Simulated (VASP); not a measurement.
# PbS in VASP: notebook, part 2 of 2

VASP 6.6.1. Earlier steps stand in the parts before.

### Step 3. Single point, PBEsol (volume scaled by 1.040)

INCAR

```
SYSTEM = PbS
PREC = Accurate
ENCUT = 520
EDIFF = 1E-6
ISMEAR = 0
SIGMA = 0.05
LREAL = .FALSE.
LASPH = .TRUE.
NELM = 80
ALGO = Normal
ISIF = 2
LWAVE = .FALSE.
LCHARG = .FALSE.
GGA = PS
NBANDS = 17
```

KPOINTS

```
regular mesh
0
G
  8 8 8
  0 0 0
```

POSCAR

```
PbS
1.0
    3.6261164333      0.0000000000      0.0000000000
    0.0000000000      3.6261164333      0.0000000000
    0.0000000000      0.0000000000      3.6261164333
Pb S
1 1
Direct
    0.0000000000      0.0000000000      0.0000000000
    0.5000000000      0.5000000000      0.5000000000
```

Potentials or basis: VASP PAW PBE potentials, release 64 (Pb_d, S).

Launch:

```console
$ cat potpaw_PBE.64/Pb_d/POTCAR potpaw_PBE.64/S/POTCAR > POTCAR
$ mpirun -np 1 vasp_std > vasp.out
```

OUTCAR:

```text
SYSTEM = PbS
   PREC = Accurate
   ENCUT = 520
   EDIFF = 1E-6
   ISMEAR = 0
   LREAL = .FALSE.
   LASPH = .TRUE.
   NELM = 80
   ISIF = 2
   GGA = PS

 ion  position               nearest neighbor table
   1  0.000  0.000  0.000-   2 3.14   2 3.14   2 3.14   2 3.14   2 3.14   2 3.14   2 3.14   2 3.14

   2  0.500  0.500  0.500-   1 3.14   1 3.14   1 3.14   1 3.14   1 3.14   1 3.14   1 3.14   1 3.14

  LATTYP: Found a simple cubic cell.
 ALAT       =     3.6261164333

  Lattice vectors:

 A1 = (   3.6261164333,   0.0000000000,   0.0000000000)
 A2 = (   0.0000000000,   3.6261164333,   0.0000000000)
 A3 = (   0.0000000000,   0.0000000000,   3.6261164333)

Analysis of symmetry for initial positions (statically):
=====================================================================
 Subroutine PRICEL returns:
 Original cell was already a primitive cell.

 Routine SETGRP: Setting up the symmetry group for a
 simple cubic supercell.

 Subroutine GETGRP returns: Found 48 space group operations
 (whereof 48 operations were pure point group operations)
 out of a pool of 48 trial point group operations.

The static configuration has the point symmetry O_h .

Analysis of symmetry for dynamics (positions and initial velocities):
=====================================================================
 Subroutine PRICEL returns:
 Original cell was already a primitive cell.

 Routine SETGRP: Setting up the symmetry group for a
 simple cubic supercell.

 Subroutine GETGRP returns: Found 48 space group operations
 (whereof 48 operations were pure point group operations)
 out of a pool of 48 trial point group operations.

The dynamic configuration has the point symmetry O_h .

 Subroutine INISYM returns: Found 48 space group operations
 (whereof 48 operations are pure point group operations),
 and found     1 'primitive' translations

[... 111 lines left out ...]
   IALGO  =     38    algorithm
   IMIX   =      4    mixing-type and parameters
     AMIX     =   0.40;   BMIX     =  1.00
     AMIX_MAG =   1.60;   BMIX_MAG =  1.00
  volume/ion in A,a.u.               =      23.84       160.88
  Fermi-wavevector in a.u.,A,eV,Ry     =   1.225490  2.315840 20.433578  1.501826
  Thomas-Fermi vector in A             =   2.360526
   LORBIT       =      0    0 simple, 1 ext, 2 COOP (PROOUT), +10 PAW based schemes
   GGA     = PS    functional components
   LHFCALC =     F    Hartree Fock is set to
   AEXX    =    0.0000 exact exchange contribution
   IVDW    =     0    specifies the selected vdW correction
   LEPSILON=     F    determine dielectric tensor
   LRPA    =     F    only Hartree local field effects (RPA)
 non-spin polarized calculation
 Gauss-broadening in eV      SIGMA  =   0.05
  energy-cutoff  :      520.00
  volume of cell :       47.68
 maximum number of plane-waves:      1328
 NGX is ok and might be reduce to    28
   NGX = 13   NGY = 13   NGZ = 13

 number of electron      19.9999995 magnetization

 Free energy of the ion-electron system (eV)
  ---------------------------------------------------
  ext. energy  EPLUGINS =         0.00000000
  ---------------------------------------------------
  free energy    TOTEN  =        -9.00943125 eV

  energy without entropy =       -9.00803152  energy(sigma->0) =       -9.00873138

 E-fermi :   6.1951     XC(G=0): -10.4639

 val. band max:        6.1657945305   @ k =   0.5000   0.0000   0.0000
 cond. band min:       6.2040090961   @ k =   0.2500   0.1250   0.1250
 fundamental gap:      0.0382145656
 Fermi energy:         6.1951034731

 k-point     1 :       0.0000    0.0000    0.0000
  band No.  band energies     occupation
      1     -10.5608      2.00000
      2     -10.5608      2.00000
      3     -10.3332      2.00000
      4     -10.3332      2.00000
      5     -10.3332      2.00000
      6      -7.0748      2.00000
[... 457 lines left out ...]
      4     -10.3895      2.00000
      5     -10.2965      2.00000
      6      -4.9755      2.00000
[... 9 lines left out ...]
     16      16.6064      0.00000
     17      18.7214      0.00000

 [... further k-points ...]

------------------------ aborting loop because EDIFF is reached ----------------------------------------

  FORCE on cell =-STRESS in cart. coord.  units (eV):
  Direction    XX          YY          ZZ          XY          YZ          ZX
  --------------------------------------------------------------------------------------
  -------------------------------------------------------------------------------------
  Total       -0.7268177     -0.7268177     -0.7268177     -0.0000000      0.0000000     -0.0000000
  in kB      -24.4236654    -24.4236654    -24.4236654     -0.0000000      0.0000000     -0.0000000
  external PRESSURE =     -24.4236654 kB  Pullay stress =       0.0000000 kB

 VOLUME and BASIS-vectors are now :
 -----------------------------------------------------------------------------
  energy-cutoff  :      520.00
  volume of cell :       47.68
      direct lattice vectors                 reciprocal lattice vectors
     3.626116433  0.000000000  0.000000000     0.275777135  0.000000000  0.000000000
     0.000000000  3.626116433  0.000000000     0.000000000  0.275777135  0.000000000
     0.000000000  0.000000000  3.626116433     0.000000000  0.000000000  0.275777135

 POSITION                                       TOTAL-FORCE (eV/Angst)
 -----------------------------------------------------------------------------------
      0.00000      0.00000      0.00000         0.000000      0.000000      0.000000
      1.81306      1.81306      1.81306         0.000000      0.000000      0.000000
 -----------------------------------------------------------------------------------
    total drift:                               -0.000000      0.000000      0.000000

  FREE ENERGIE OF THE ION-ELECTRON SYSTEM (eV)
  ---------------------------------------------------
  free  energy   TOTEN  =        -9.0094312453 eV

  energy  without entropy=       -9.0080315155  energy(sigma->0) =       -9.00873138
```

OSZICAR:

```text
N       E                     dE             d eps       ncg     rms          rms(c)
DAV:   1     0.152266717931E+03    0.15227E+03   -0.97903E+03  1206   0.127E+03
DAV:   2     0.133867299804E+01   -0.15093E+03   -0.14565E+03  1279   0.314E+02
DAV:   3    -0.931036704298E+01   -0.10649E+02   -0.10463E+02  1554   0.868E+01
DAV:   4    -0.955173054190E+01   -0.24136E+00   -0.24112E+00  1513   0.144E+01
DAV:   5    -0.956015321816E+01   -0.84227E-02   -0.84221E-02  1689   0.254E+00    0.417E+00
DAV:   6    -0.902037950710E+01    0.53977E+00   -0.14280E+00  1840   0.890E+00    0.288E+00
DAV:   7    -0.901462221226E+01    0.57573E-02   -0.98951E-02  1357   0.166E+00    0.164E+00
DAV:   8    -0.900969267932E+01    0.49295E-02   -0.14034E-02  1417   0.102E+00    0.246E-01
DAV:   9    -0.900939519199E+01    0.29749E-03   -0.18557E-03  1661   0.282E-01    0.852E-02
DAV:  10    -0.900944160449E+01   -0.46412E-04   -0.17870E-04  1332   0.934E-02    0.688E-02
DAV:  11    -0.900943204550E+01    0.95590E-05   -0.17223E-05  1614   0.262E-02    0.101E-02
DAV:  12    -0.900943124531E+01    0.80019E-06   -0.13583E-06   965   0.578E-03
   1 F= -.90094312E+01 E0= -.90087314E+01  d E =-.139973E-02
```

stdout:

```text
POSCAR found type information on POSCAR PbS
 POSCAR found :  2 types and       2 ions
 scaLAPACK will be used
 -----------------------------------------------------------------------------
|                                                                             |
|                                                                             |
|     You enforced a specific xc type in the INCAR file but a different       |
|     I HOPE YOU KNOW WHAT YOU ARE DOING!                                     |
|                                                                             |
 -----------------------------------------------------------------------------

 LDA part: xc-table for (Slater+PW92), standard interpolation
 POSCAR, INCAR and KPOINTS ok, starting setup
 FFT: planning ... GRIDC
 FFT: planning ... GRID_SOFT
 FFT: planning ... GRID
 WAVECAR not read
 entering main loop
```

Run time: 10 s. Hardware: 1 thread of Intel Xeon 6975P-C (Granite Rapids), shared host; peak memory 0.16 GiB.

Results:

```yaml
Free_energy: -9.0094 eV
Pressure: -2.4 GPa
Band_gap_on_the_k_mesh: zero (band 10 reaches 6.20 eV, above the bottom of band 11 at 5.64 eV)
```

Caveat: the cell differs from its parent crystal (volume scaled by 1.040); the PAW data sets were made with another functional, which shifts forces and pressure a little; spin-orbit coupling is left out, which moves the levels of the heavy elements.

### Step 4. Single point, PBEsol

This run uses another cell than the first one, of 23.15 Å³/atom, 0.990 times its volume.

INCAR

```
SYSTEM = PbS
  PREC = Accurate
  ENCUT = 520
  EDIFF = 1E-6
  ISMEAR = 0
  SIGMA = 0.05
  LREAL = .FALSE.
  LASPH = .TRUE.
  NELM = 100
  ALGO = Normal
  ISIF = 2
  LWAVE = .FALSE.
  LCHARG = .TRUE.
  GGA = PS
  LELF = .TRUE.
  LVHAR = .TRUE.
  NBANDS = 17
```

KPOINTS

```
Automatic mesh
0
G
  8 8 8
  0 0 0
```

POSCAR

```
PbS
1.0
    3.5790186812      0.0000000000      0.0000000000
    0.0000000000      3.5790186812      0.0000000000
    0.0000000000      0.0000000000      3.6148088680
Pb S
1 1
Direct
    0.0000000000      0.0000000000      0.0000000000
    0.5000000000      0.5000000000      0.5000000000
```

Launch:

```console
$ cat potpaw_PBE.64/Pb_d/POTCAR potpaw_PBE.64/S/POTCAR > POTCAR
$ mpirun -np 1 vasp_std > vasp.out
```

It took 20 s on 1 thread of Intel Xeon 6975P-C (Granite Rapids), shared host; peak memory 0.19 GiB.

The run converged. Its results:

| Property | Result |
| --- | --- |
| Free energy | -9.0215 eV |
| Pressure | -0.7 GPa |
| Band gap on the k mesh | zero (band 10 reaches 6.63 eV, above the bottom of band 11 at 5.87 eV) |

Stress tensor (GPa, compression positive):
```
-0.37  0.00  0.00
 0.00 -0.37  0.00
 0.00  0.00 -1.32
```

Levels at points of the mesh, in eV from the Fermi level:
```csv
k point,band 7,band 8,band 9,band 10,band 11,band 12,band 13,band 14
"(0.00, 0.00, 0.00)",-6.58,-1.84,-1.70,-1.70,5.28,5.38,6.83,6.92
"(0.50, 0.00, 0.00)",-9.23,-0.58,-0.48,-0.01,0.28,3.87,4.08,6.48
"(0.50, 0.50, 0.00)",-7.23,-4.78,-4.78,-0.38,4.28,4.28,6.13,7.12
"(0.00, 0.00, 0.50)",-9.31,-0.50,-0.50,0.05,0.39,4.01,4.01,6.50
"(0.50, 0.00, 0.50)",-7.31,-4.81,-4.80,-0.30,4.35,4.44,6.26,7.23
"(0.50, 0.50, 0.50)",-5.82,-2.59,-2.59,-2.56,-0.71,-0.71,-0.62,13.97
```

Caveat: the PAW data sets were made with another functional, which shifts forces and pressure a little; spin-orbit coupling is left out, which moves the levels of the heavy elements.

### Step 5. The runs side by side

```csv
cell,gap on the mesh (eV),pressure (GPa)
"a = 3.603 Å, 2 atoms",none,-1.3
"a = 3.626 Å, 2 atoms",none,-2.4
"a = 3.579, b = 3.579, c = 3.615 Å, 2 atoms",none,-0.7
```

Alike in all rows: task single point; level PBEsol; potentials or basis VASP PAW PBE potentials, release 64 (Pb_d, S); no spin polarisation; k mesh 8 × 8 × 8; cutoff (eV) 520; smearing gaussian 0.05 eV.

Caveats: the PAW data sets were made with another functional, which shifts forces and pressure a little; spin-orbit coupling is left out, which moves the levels of the heavy elements.

Total energies depend on the potentials used, so only differences within one code and one set of settings carry meaning.
